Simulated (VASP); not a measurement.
Be3CdO4: relaxation of cell and atoms with PBE

Be3CdO4:

```
Be Cd O
1.0
     4.84072    0.00000    0.00000
    -2.42036    4.19219    0.00000
     0.00000    0.00000    4.31180
Be Cd O
3 1 4
Direct
  0.52143 0.47857 0.00000
  0.52143 0.04287 0.00000
  0.95713 0.47857 0.00000
  0.00000 0.00000 0.00000
  0.33333 0.66667 0.50000
  0.86160 0.13840 0.50000
  0.86160 0.72321 0.50000
  0.27679 0.13840 0.50000
```

The cell was built from a structure type or drawn by symmetry, and may not be a known phase.

```
Program                : VASP 6.6.1
Task                   : relaxation of cell and atoms
Functional             : PBE
Potentials or basis    : VASP PAW PBE potentials, release 64 (Be, Cd, O)
Cutoff                 : 600 eV
k mesh                 : 3 × 3 × 3
Occupations            : gaussian, width 0.15 eV
Spin                   : no spin polarisation
Dipole correction      : no
Further INCAR settings : ALGO = Normal; EDIFF = 1e-07; IBRION = 2; EDIFFG = -0.08; NSW = 36; ISIF = 3
```

| Quantity | Value |
| --- | --- |
| Relaxed volume | 8.55 Å³/atom |
| Relaxed cell | a = 5.608 Å, b = 5.608 Å, c = 2.511 Å, α = 90.00°, β = 90.00°, γ = 120.00° |
| Space group after relaxing (to 0.1 Å) | P-6m2 (No. 187) |
| Energy gained by relaxing | 2290.2 meV/atom |
| Ionic steps | 26 |
| Pressure after relaxing | 0.1 GPa |
| Largest force after relaxing | 0.029 eV/Å |
| Band gap on the k mesh | 0.80 eV |

Forces on the atoms (eV/Å):
```
Be   0.020 -0.011  0.000
Be   0.000  0.023  0.000
Be  -0.020 -0.011  0.000
Cd   0.000  0.000  0.000
O    0.000  0.000  0.000
O    0.025 -0.014  0.000
O    0.000  0.029  0.000
O   -0.025 -0.014  0.000
```

Stress tensor (GPa, compression positive):
```
 0.26  0.00  0.00
 0.00  0.26  0.00
 0.00  0.00 -0.29
```

Step by step:
```
step  energy change (eV)  largest force (eV/Å)  pressure (GPa)  volume (Å³)
   1              0.0000                1.0180            0.21        87.50
   2             -1.2088                1.3085           -3.43        87.47
   3             -5.9460                4.2365           -6.45        85.63
   4             -9.4963               10.1142           33.99        73.33
   5            -11.7460                7.1050            0.96        80.49
   6            -12.0788                7.9596            7.43        78.60
   7            -12.2540                7.7861            6.89        78.72
   8            -12.5908                7.2188            5.48        78.99
   9            -12.2838                5.8659            4.33        79.18
  10            -12.6630                6.8287            4.76        79.09
  11            -12.9383                6.5051            3.07        79.20
  12            -13.6803                5.5920           -1.61        79.52
  13            -14.8236                4.0013           -9.44        80.15
  14            -15.9890                2.0254          -19.94        81.36
  15            -16.0892                1.9553          -21.93        81.75
  16            -16.7406                1.8637          -19.31        78.65
  17            -17.9056                1.3480           -5.77        70.04
  18            -17.9561                1.7800            1.32        67.32
  19            -17.9634                1.5353           -0.99        68.13
  20            -18.1921                0.8822            0.86        67.67
  21            -18.2629                0.6043            3.01        67.25
  22            -18.2630                0.5911            3.13        67.23
  23            -18.2958                0.4013            1.43        67.84
  24            -18.3149                0.2064           -0.97        68.77
  25            -18.3198                0.0875           -0.44        68.58
  26            -18.3214                0.0286            0.08        68.39
```

Final structure:
```
CELL_PARAMETERS angstrom
5.60800 0.00000 0.00000
-2.80400 4.85667 0.00000
0.00000 0.00000 2.51097
ATOMIC_POSITIONS crystal
Be 0.51190 0.48810 0.00000
Be 0.51190 0.02380 0.00000
Be 0.97620 0.48810 0.00000
Cd 0.00000 0.00000 0.00000
O 0.33333 0.66667 0.50000
O 0.80796 0.19204 0.50000
O 0.80796 0.61593 0.50000
O 0.38407 0.19204 0.50000
```

Levels at points of the mesh, in eV from the valence-band top:
| k point | band 17 | band 18 | band 19 | band 20 | band 21 | band 22 | band 23 | band 24 | band 25 | band 26 |
| --- | --- | --- | --- | --- | --- | --- | --- | --- | --- | --- |
| (0.00, 0.00, 0.00) | -1.82 | -1.82 | -1.45 | -1.45 | 0.00 | 0.80 | 4.25 | 4.45 | 4.45 | 8.02 |

Wall time 4.5 min on 1 thread of AMD EPYC 9R45 96-Core Processor (Zen 5), on a shared host, peak memory 0.22 GiB.

Caveat: the k points lie up to 0.83 Å⁻¹ apart in the final cell; the volume moved by over 15 % at a fixed basis, so the end points are rough.
